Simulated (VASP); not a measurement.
Runs of VASP 6.6.1 on Al2Ru. The structure is that of space group Fddd (No. 70), or close to it. The cells are those of the table. 

| cell | pressure (GPa) | largest force (eV/Å) |
| --- | --- | --- |
| a = 6.016, b = 5.050, c = 4.698 Å, angles 76.1, 54.6, 49.3°, 6 atoms | -7.3 | 0.06 |
| a = 5.798, b = 4.884, c = 4.490 Å, angles 76.3, 54.9, 48.8°, 6 atoms | 16.3 | 0.16 |
| a = 5.830, b = 4.860, c = 4.629 Å, angles 75.8, 53.9, 50.3°, 6 atoms | (b) | 0.05 |
| a = 5.919, b = 4.934, c = 4.698 Å, angles 75.8, 53.9, 50.3°, 6 atoms | -1.9 | 0.11 |
| a = 6.105, b = 5.125, c = 4.768 Å, angles 76.1, 54.6, 49.3°, 6 atoms | -13.2 | 0.11 |
| a = 5.871, b = 4.877, c = 4.698 Å, angles 75.6, 53.6, 50.8°, 6 atoms | 1.3 | 0.13 |
| a = 5.960, b = 4.952, c = 4.768 Å, angles 75.6, 53.6, 50.8°, 6 atoms | -6.3 | 0.19 |
| a = 5.749, b = 4.826, c = 4.490 Å, angles 76.1, 54.6, 49.3°, 6 atoms | (a) | 0.14 |

Alike in all rows: task single point; level PBEsol; potentials or basis VASP PAW PBE potentials, release 64 (Al, Ru_pv); no spin polarisation; k mesh 10 × 10 × 10; cutoff (eV) 520; smearing gaussian 0.03 eV.

Task: Estimate the missing entries.

Result: (a) 20.4; (b) 6.7.

Caveats: the PAW data sets were made with another functional, which shifts forces and pressure a little; the cell stands under tension (at least some runs); the cell stands under pressure (at least some runs); the stress differs along the axes, from 3 to 13 GPa (at least some runs); the stress differs along the axes, from -5 to 3 GPa (at least some runs); the stress differs along the axes, from -3 to 10 GPa (at least some runs); the stress differs along the axes, from -10 to 0 GPa (at least some runs).
